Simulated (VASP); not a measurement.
# Mo16H (a cell with a defect) in VASP: single point with PBE

Aim: the single point of Mo16H (a cell with a defect) with PBE.

Everything below comes from runs of VASP 6.6.1. Logs are shortened: lines on timing, memory, paths and dates and some standing lists are left out, and cuts for length are marked.

**1. The cell of the first run**

The cell holds a defect, 17 atoms: a = 6.323 Å, b = 6.323 Å, c = 6.323 Å, α = 90.00°, β = 90.00°, γ = 90.00°.

**2. Single point, PBE**

Contents of INCAR:

```
PREC = Accurate ; ENCUT = 520
EDIFF = 1E-6 ; ISMEAR = 1
SIGMA = 0.1 ; LREAL = Auto
LASPH = T ; NELM = 80
ALGO = Normal ; ISIF = 2
LWAVE = F ; LCHARG = T
GGA = PE ; LELF = T
LVHAR = T ; NBANDS = 126
```

Contents of KPOINTS:

```
regular mesh
0
Gamma
  3 3 3
```

Contents of POSCAR:

```
Mo16H
1.0
    6.3226243300      0.0000000000      0.0000000000
    0.0000000000      6.3226243300      0.0000000000
    0.0000000000      0.0000000000      6.3226243300
Mo H
16 1
Direct
   -0.0022198061     -0.0011123546     -0.0001339634
    0.2497647998      0.2451292247      0.2397109050
   -0.0014568318      0.0005975367      0.4998388066
    0.2497766620      0.2449486035      0.7599399789
   -0.0012284456      0.5014379844     -0.0002177893
    0.2497477183      0.7520481610      0.2485646652
   -0.0103319439      0.5074777233      0.4998302659
    0.2497695447      0.7519043916      0.7510080865
    0.5017128702     -0.0011800480     -0.0001121370
    0.7497847021      0.2512559528      0.2488340154
    0.5009478398      0.0006201539      0.4999159898
    0.7497816971      0.2511749737      0.7507096345
    0.5006767498      0.5013864235     -0.0001475653
    0.7497280801      0.7537945877      0.2477381097
    0.5098394008      0.5075798960      0.4998675922
    0.7497625594      0.7537586849      0.7516998879
    0.2497043819      0.3762497779      0.4998723370
```

Potentials or basis: VASP PAW PBE potentials, release 64 (Mo_sv, H).

Command:

```console
cat potpaw_PBE.64/Mo_sv/POTCAR potpaw_PBE.64/H/POTCAR > POTCAR
mpirun -np 1 vasp_std > vasp.out
```

OUTCAR:

```text
PREC = Accurate
   ENCUT = 520
   EDIFF = 1E-6
   ISMEAR = 1
   LREAL = Auto
   LASPH = T
   NELM = 80
   ISIF = 2
   GGA = PE

 ion  position               nearest neighbor table
   1  0.998  0.999  1.000-   4 2.69   2 2.69  14 2.71  16 2.71   6 2.73   8 2.73  10 2.74  12 2.74
                             9 3.14   5 3.15   3 3.16   3 3.16   5 3.18   9 3.19
   2  0.250  0.245  0.240-  17 1.84   1 2.69   9 2.69  13 2.73   5 2.73   3 2.76  11 2.76   7 2.86
                            15 2.86   4 3.03   6 3.12  10 3.16  10 3.16   6 3.21   4 3.29
   3  0.999  0.001  0.500-  16 2.73  14 2.73  12 2.74  10 2.74   6 2.74   8 2.74   4 2.76   2 2.76
                             7 3.12  11 3.15   1 3.16   1 3.16  11 3.18   7 3.21
   4  0.250  0.245  0.760-  17 1.84   1 2.69   9 2.69  13 2.73   5 2.73  11 2.76   3 2.76   7 2.86
                            15 2.86   2 3.03   8 3.12  12 3.16  12 3.16   8 3.21   2 3.29
   5  0.999  0.501  1.000-   2 2.73   4 2.73  10 2.73  12 2.73  14 2.74  16 2.74   8 2.74   6 2.74
                             1 3.15  13 3.15   7 3.16   7 3.16  13 3.17   1 3.18
   6  0.250  0.752  0.249-   9 2.73   1 2.73  13 2.74   5 2.74   3 2.74  11 2.74  15 2.76   7 2.76
                             2 3.12   8 3.15  14 3.16  14 3.16   8 3.18   2 3.21
   7  0.990  0.507  0.500-  17 1.84  16 2.69  14 2.70  12 2.73  10 2.73   8 2.76   6 2.76   2 2.86
                             4 2.86  15 3.03   3 3.12   5 3.16   5 3.16   3 3.21  15 3.29
   8  0.250  0.752  0.751-   9 2.73   1 2.73   5 2.74  13 2.74  11 2.74   3 2.74  15 2.76   7 2.76
                             4 3.12   6 3.15  16 3.16  16 3.16   6 3.18   4 3.21
   9  0.502  0.999  1.000-   4 2.69   2 2.69  14 2.70  16 2.71   6 2.73   8 2.73  10 2.74  12 2.74
                             1 3.14  13 3.15  11 3.16  11 3.16  13 3.18   1 3.19
  10  0.750  0.251  0.249-   7 2.73  15 2.73  13 2.73   5 2.73   1 2.74   9 2.74   3 2.74  11 2.74
                            14 3.15  12 3.15   2 3.16   2 3.16  12 3.17  14 3.18
  11  0.501  0.001  0.500-  16 2.73  14 2.73  12 2.74  10 2.74   8 2.74   6 2.74   4 2.76   2 2.76
                            15 3.12   3 3.15   9 3.16   9 3.16   3 3.18  15 3.21
  12  0.750  0.251  0.751-   7 2.73  15 2.73   5 2.73  13 2.73   1 2.74   9 2.74  11 2.74   3 2.74
                            16 3.14  10 3.15   4 3.16   4 3.16  10 3.17  16 3.18
  13  0.501  0.501  1.000-   2 2.73   4 2.73  10 2.73  12 2.73  14 2.74  16 2.74   8 2.74   6 2.74
                             9 3.15   5 3.15  15 3.16  15 3.16   5 3.17   9 3.18
  14  0.750  0.754  0.248-  15 2.70   7 2.70   9 2.70   1 2.71   3 2.73  11 2.73  13 2.74   5 2.74
                            16 3.14  10 3.15   6 3.16   6 3.16  10 3.18  16 3.19
  15  0.510  0.508  0.500-  17 1.84  16 2.69  14 2.70  12 2.73  10 2.73   8 2.76   6 2.76   2 2.86
                             4 2.86   7 3.03  11 3.12  13 3.16  13 3.16  11 3.21   7 3.29
  16  0.750  0.754  0.752-  15 2.69   7 2.69   9 2.71   1 2.71  11 2.73   3 2.73   5 2.74  13 2.74
                            14 3.14  12 3.14   8 3.16   8 3.16  12 3.18  14 3.19
  17  0.250  0.376  0.500-   7 1.84   4 1.84   2 1.84  15 1.84

  LATTYP: Found a simple cubic cell.
 ALAT       =     6.3226243300

  Lattice vectors:

 A1 = (   6.3226243300,   0.0000000000,   0.0000000000)
 A2 = (   0.0000000000,   6.3226243300,   0.0000000000)
 A3 = (   0.0000000000,   0.0000000000,   6.3226243300)

Analysis of symmetry for initial positions (statically):
=====================================================================
 Subroutine PRICEL returns:
 Original cell was already a primitive cell.

 Routine SETGRP: Setting up the symmetry group for a
 simple cubic supercell.

 Subroutine GETGRP returns: Found  1 space group operations
 (whereof  1 operations were pure point group operations)
 out of a pool of 48 trial point group operations.

The static configuration has the point symmetry C_1 .

Analysis of symmetry for dynamics (positions and initial velocities):
=====================================================================
 Subroutine PRICEL returns:
 Original cell was already a primitive cell.

 Routine SETGRP: Setting up the symmetry group for a
 simple cubic supercell.

 Subroutine GETGRP returns: Found  1 space group operations
 (whereof  1 operations were pure point group operations)
 out of a pool of 48 trial point group operations.

The dynamic configuration has the point symmetry C_1 .

 Subroutine INISYM returns: Found  1 space group operations
 (whereof  1 operations are pure point group operations),
 and found     1 'primitive' translations

----------------------------------------------------------------------------------------

                                     Primitive cell

  volume of cell :     252.7506

  direct lattice vectors                    reciprocal lattice vectors
     6.322624330  0.000000000  0.000000000     0.158162173  0.000000000  0.000000000
     0.000000000  6.322624330  0.000000000     0.000000000  0.158162173  0.000000000
     0.000000000  0.000000000  6.322624330     0.000000000  0.000000000  0.158162173

  length of vectors
     6.322624330  6.322624330  6.322624330     0.158162173  0.158162173  0.158162173

  position of ions in fractional coordinates (direct lattice)
     0.997780194  0.998887645  0.999866037
     0.249764800  0.245129225  0.239710905
     0.998543168  0.000597537  0.499838807
     0.249776662  0.244948603  0.759939979
     0.998771554  0.501437984  0.999782211
     0.249747718  0.752048161  0.248564665
[... 9 lines left out ...]
     0.749762559  0.753758685  0.751699888
     0.249704382  0.376249778  0.499872337

  ion indices of the primitive-cell ions
   primitive index   ion index
                 1           1
                 2           2
                 3           3
                 4           4
                 5           5
                 6           6
[... 9 lines left out ...]
                16          16
                17          17

----------------------------------------------------------------------------------------

 KPOINTS: regular mesh

Automatic generation of k-mesh.
 Grid dimensions read from file:
 generate k-points for:    3    3    3

 Generating k-lattice:

  Cartesian coordinates                     Fractional coordinates (reciprocal lattice)
     0.052720724  0.000000000  0.000000000     0.333333333  0.000000000  0.000000000
     0.000000000  0.052720724  0.000000000     0.000000000  0.333333333  0.000000000
     0.000000000  0.000000000  0.052720724     0.000000000  0.000000000  0.333333333

  Length of vectors
     0.052720724  0.052720724  0.052720724

  Shift w.r.t. Gamma in fractional coordinates (k-lattice)
     0.000000000  0.000000000  0.000000000

 Subroutine IBZKPT returns following result:
 ===========================================

 Found     14 irreducible k-points:

 Following reciprocal coordinates:
            Coordinates               Weight
  0.000000  0.000000  0.000000      1.000000
  0.333333  0.000000  0.000000      2.000000
  0.000000  0.333333  0.000000      2.000000
  0.000000  0.000000  0.333333      2.000000
  0.333333  0.333333  0.000000      2.000000
  0.000000  0.333333  0.333333      2.000000
  0.333333  0.000000  0.333333      2.000000
 -0.333333  0.333333  0.000000      2.000000
 -0.333333  0.000000  0.333333      2.000000
  0.000000 -0.333333  0.333333      2.000000
  0.333333  0.333333  0.333333      2.000000
 -0.333333  0.333333  0.333333      2.000000
 -0.333333 -0.333333  0.333333      2.000000
  0.333333 -0.333333  0.333333      2.000000
   k-points           NKPTS =     14   k-points in BZ     NKDIM =     14   number of bands    NBANDS=    126
   number of dos      NEDOS =    301   number of ions     NIONS =     17
   total plane-waves  NPLWV = 110592
   dimension x,y,z NGX =    48 NGY =   48 NGZ =   48
   dimension x,y,z NGXF=    96 NGYF=   96 NGZF=   96
   ions per type =              16   1
   NGX,Y,Z   is equivalent  to a cutoff of  12.62, 12.62, 12.62 a.u.
   NGXF,Y,Z  is equivalent  to a cutoff of  25.24, 25.24, 25.24 a.u.
 SYSTEM =  unknown system
   PREC   = accura    normal or accurate (medium, high low for compatibility)
   ISTART =      0    job   : 0-new  1-cont  2-samecut
   ICHARG =      2    charge: 1-file 2-atom 10-const
   ISPIN  =      1    spin polarized calculation?
   LNONCOLLINEAR =      F non collinear calculations
   LSORBIT =      F    spin-orbit coupling
   LASPH  =      T    aspherical Exc in radial PAW
   ENCUT  =  520.0 eV  38.22 Ry    6.18 a.u.  11.76 11.76 11.76*2*pi/ulx,y,z
   NELM   =     80;   NELMIN=  2; NELMDL= -5     # of ELM steps
   EDIFF  = 0.1E-05   stopping-criterion for ELM
   LREAL  =      T    real-space projection
   EDIFFG = 0.1E-04   stopping-criterion for IOM
   NSW    =      0    number of steps for IOM
   IBRION =     -1    ionic relax: 0-MD 1-quasi-New 2-CG
   NFREE  =      0    steps in history (QN), initial steepest desc. (CG)
   ISIF   =      2    stress and relaxation
   ISYM   =      2    0-nonsym 1-usesym 2-fastsym
   POTIM  = 0.5000    time-step for ionic-motion
   TEBEG  =    0.0;   TEEND  =   0.0 temperature during run
   PSTRESS=    0.0 pullay stress
   NELECT =     225.0000    total number of electrons
   NUPDOWN=      -1.0000    fix difference up-down
   EMIN   =  10.00;   EMAX   =-10.00  energy-range for DOS
   EFERMI =   0.00;   METHOD = LEGACY
   ISMEAR =     1;   SIGMA  =   0.10  broadening in eV -4-tet -1-fermi 0-gaus
   EFERMI_NEDOS =   21; number of points for ismear=-14 and -15
   IALGO  =     38    algorithm
   IMIX   =      4    mixing-type and parameters
     AMIX     =   0.40;   BMIX     =  1.00
     AMIX_MAG =   1.60;   BMIX_MAG =  1.00
  volume/ion in A,a.u.               =      14.87       100.33
  Fermi-wavevector in a.u.,A,eV,Ry     =   1.574847  2.976029 33.744383  2.480142
  Thomas-Fermi vector in A             =   2.675919
   LORBIT       =      0    0 simple, 1 ext, 2 COOP (PROOUT), +10 PAW based schemes
   GGA     = PE    functional components
   LHFCALC =     F    Hartree Fock is set to
   AEXX    =    0.0000 exact exchange contribution
   IVDW    =     0    specifies the selected vdW correction
   LEPSILON=     F    determine dielectric tensor
   LRPA    =     F    only Hartree local field effects (RPA)
 non-spin polarized calculation
 Methfessel and Paxton  Order N= 1 SIGMA  =   0.10
  energy-cutoff  :      520.00
  volume of cell :      252.75
 maximum number of plane-waves:      6859
   NGX = 23   NGY = 23   NGZ = 23

 number of electron     225.0000028 magnetization

 Free energy of the ion-electron system (eV)
  ---------------------------------------------------
  ext. energy  EPLUGINS =         0.00000000
  ---------------------------------------------------
  free energy    TOTEN  =      -177.86741869 eV

  energy without entropy =     -177.83961260  energy(sigma->0) =     -177.85814999

 E-fermi :  12.6329     XC(G=0): -13.3650

 val. band max:       12.6294496027   @ k =   0.0000   0.0000   0.3333
 cond. band min:      12.6480316804   @ k =   0.3333   0.0000   0.3333
 fundamental gap:      0.0185820777
 Fermi energy:        12.6329462720

 k-point     1 :       0.0000    0.0000    0.0000
  band No.  band energies     occupation
      1     -48.7867      2.00000
      2     -48.5912      2.00000
      3     -48.5613      2.00000
      4     -48.5612      2.00000
      5     -48.5526      2.00000
      6     -48.5390      2.00000
[... 116 lines left out ...]
    123      14.0603     -0.00000
    124      14.1252     -0.00000

 k-point     2 :       0.3333    0.0000    0.0000
  band No.  band energies     occupation
      1     -48.7538      2.00000
      2     -48.6673      2.00000
      3     -48.5702      2.00000
      4     -48.5593      2.00000
      5     -48.5568      2.00000
      6     -48.5401      2.00000
[... 1640 lines left out ...]
    123      13.8750     -0.00000
    124      13.9068     -0.00000
 [bands above 124 left out]

------------------------ aborting loop because EDIFF is reached ----------------------------------------

  FORCE on cell =-STRESS in cart. coord.  units (eV):
  Direction    XX          YY          ZZ          XY          YZ          ZX
  --------------------------------------------------------------------------------------
  -------------------------------------------------------------------------------------
  Total        5.4936736      5.2671829      5.5010718     -0.0038819      0.0005736      0.0006603
  in kB       34.8242125     33.3884951     34.8711090     -0.0246075      0.0036359      0.0041855
  external PRESSURE =      34.3612722 kB  Pullay stress =       0.0000000 kB

 VOLUME and BASIS-vectors are now :
 -----------------------------------------------------------------------------
  energy-cutoff  :      520.00
  volume of cell :      252.75
      direct lattice vectors                 reciprocal lattice vectors
     6.322624330  0.000000000  0.000000000     0.158162173  0.000000000  0.000000000
     0.000000000  6.322624330  0.000000000     0.000000000  0.158162173  0.000000000
     0.000000000  0.000000000  6.322624330     0.000000000  0.000000000  0.158162173

 POSITION                                       TOTAL-FORCE (eV/Angst)
 -----------------------------------------------------------------------------------
      6.30859      6.31559      6.32178        -0.001920      0.005698     -0.002623
      1.57917      1.54986      1.51560         0.000796     -0.012926      0.002670
      6.31341      0.00378      3.16029         0.000064      0.013189      0.000162
      1.57924      1.54872      4.80481        -0.000337     -0.004751     -0.006255
      6.31486      3.17040      6.32125         0.001096      0.011035      0.002405
      1.57906      4.75492      1.57158        -0.000312     -0.016354      0.002261
[... 9 lines left out ...]
      4.74047      4.76573      4.75272         0.000159     -0.008645      0.004464
      1.57879      2.37889      3.16050         0.003580      0.000549      0.000624
 -----------------------------------------------------------------------------------
    total drift:                                0.000619     -0.003965      0.000130

  FREE ENERGIE OF THE ION-ELECTRON SYSTEM (eV)
  ---------------------------------------------------
  free  energy   TOTEN  =      -177.8674186882 eV

  energy  without entropy=     -177.8396126030  energy(sigma->0) =     -177.85814999
```

Wall time 17 min (1 thread of AMD EPYC 7R13 (Zen 3), shared host); peak memory 0.45 GiB.

Results:

* Free energy: -177.8674 eV
* Pressure: 3.4 GPa
* Largest force: 0.017 eV/Å
* Band gap on the k mesh: zero (an odd number of electrons rules out a gap without spin polarisation)

Forces on the atoms (eV/Å):
```
Mo  -0.002  0.006 -0.003
Mo   0.001 -0.013  0.003
Mo   0.000  0.013  0.000
Mo   0.000 -0.005 -0.006
Mo   0.001  0.011  0.002
Mo   0.000 -0.016  0.002
Mo   0.002  0.015 -0.001
Mo  -0.001 -0.010  0.000
Mo   0.003  0.010 -0.002
Mo  -0.003 -0.014  0.000
Mo   0.000  0.014 -0.005
Mo  -0.002 -0.011  0.003
Mo   0.001  0.011 -0.002
Mo   0.002 -0.010  0.004
Mo  -0.005  0.007 -0.002
Mo   0.000 -0.009  0.004
H    0.004  0.001  0.001
```

Stress tensor (GPa, compression positive):
```
3.48 0.00 0.00
0.00 3.34 0.00
0.00 0.00 3.49
```
